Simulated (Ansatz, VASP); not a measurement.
**One calculation of PbS, two programs**

```
Pb S
1.0
     0.00000    2.98809    2.98809
     2.98809    0.00000    2.98809
     2.98809    2.98809    0.00000
Pb S
1 1
Direct
  0.50000 0.50000 0.50000
  0.00000 0.00000 0.00000
```

Alike in both runs: task single point; functional LDA; k mesh 6 × 6 × 6; occupations gaussian, width 0.1 eV; no spin polarisation.

```csv
,VASP,Ansatz
version,VASP 6.6.1,Ansatz 0.2.0
potentials or method,"VASP PAW LDA potentials, release 64 (Pb_d, S), cutoff 500 eV","scalar-relativistic, plane waves, PAW"
valence electrons in the cell,20,20
```

|  | VASP | Ansatz | Ansatz less VASP |
| --- | --- | --- | --- |
| gap on the k mesh at the Fermi level (eV) | 0.29 | 0.32 | +0.029 |
| least direct gap on the mesh (eV) | 0.29 | 0.32 | +0.029 |
| pressure (GPa) | -3.7 | -3.8 | -0.03 |

Ansatz warns that its potentials were made for another functional, while VASP's fit it. LDA's correlation is that of Perdew and Zunger in VASP and of Perdew and Wang (1992) in Ansatz.

Spin-orbit coupling is off throughout.
